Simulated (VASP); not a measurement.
Write the native input for VASP 6.6.1 that does the following.

```
Task                   : single point
Functional             : PBE
Potentials or basis    : VASP PAW PBE potentials, release 64 (Pd)
Cutoff                 : 520 eV
k mesh                 : 20 × 20 × 20
Occupations            : gaussian, width 0.15 eV
Spin                   : no spin polarisation
Dipole correction      : no
Further INCAR settings : ALGO = Normal; EDIFF = 1e-06; NBANDS = 11
```

The structure of Pd lies in POSCAR:

```
Pd
1.0
    0.0000000000      1.9935225000      1.9449000000
    1.9935225000      0.0000000000      1.9449000000
    1.9935225000      1.9935225000      0.0000000000
Pd
1
Direct
    0.0000000000      0.0000000000      0.0000000000
```

This cell differs from its parent crystal: strain +0.025 along x and y, +0.000 along z.

One way to write it, as run:

INCAR

```
SYSTEM = Pd
PREC = Accurate
ENCUT = 520
EDIFF = 1E-6
ISMEAR = 0
SIGMA = 0.15
LREAL = .False.
LASPH = .True.
NELM = 100
ALGO = Normal
ISIF = 2
LWAVE = .False.
LCHARG = .False.
GGA = PE
NBANDS = 11
```

KPOINTS

```
Automatic mesh
0
Gamma
  20 20 20
  0 0 0
```

Potentials or basis: VASP PAW PBE potentials, release 64 (Pd).

Command:

```console
$ cat potpaw_PBE.64/Pd/POTCAR > POTCAR
$ mpirun -np 1 vasp_std > vasp.out
```

It gave:

| Quantity | Value |
| --- | --- |
| Pressure | -1.6 GPa |
| Band gap on the k mesh | zero (band 5 reaches 9.33 eV, above the bottom of band 6 at 7.83 eV) |

Caveat: the cell differs from its parent crystal (strain +0.025 along x and y, +0.000 along z).

Wall time 2.5 min on 1 thread of AMD EPYC 7R43 64-Core Processor (Zen 3), with other jobs on the host, peak memory 0.2 GiB.
